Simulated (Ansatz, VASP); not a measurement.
## Ti3Te3Mo2: VASP beside Ansatz

```xyz
8
Lattice="3.4651 0.0000 0.0000 0.0000 3.4651 0.0000 0.0000 0.0000 12.5388" Properties=species:S:1:pos:R:3 pbc="T T T"
Ti    0.0000    0.0000    6.4003
Ti    0.0000    0.0000   12.3363
Ti    0.0000    0.0000    3.0020
Te    1.7326    1.7326    8.0273
Te    1.7326    1.7326    1.3595
Te    1.7326    1.7326    4.6999
Mo    0.0000    0.0000    9.7061
Mo    1.7326    1.7326   11.0184
```

Alike in both runs: functional PBE; k mesh 10 × 10 × 4; occupations gaussian, width 0.1 eV; no spin polarisation.

Ansatz relaxed the structure, and its values are those at the end. VASP's run is a single point on that final structure, the one shown.

|  | VASP | Ansatz |
| --- | --- | --- |
| version | VASP 6.6.1 | Ansatz 0.2.0 |
| potentials or method | VASP PAW PBE potentials, release 64 (Ti_sv, Te, Mo_sv), cutoff 520 eV | scalar-relativistic, plane waves, PAW |
| valence electrons in the cell | 82 | 112 |

|  | VASP | Ansatz | Ansatz less VASP |
| --- | --- | --- | --- |
| gap on the k mesh at the Fermi level (eV) | none | none | - |
| pressure (GPa) | 0.1 | 0.0 | -0.06 |
| rms of the force components (eV/Å) | 0.004 | 0.002 | -0.0023 |

A gap of «none» marks a metal or a gap that the smearing closes. VASP's potentials hold 82 valence electrons a cell and Ansatz's 112, so a difference there can come from the potentials and not from the codes.

Spin-orbit coupling is off throughout.
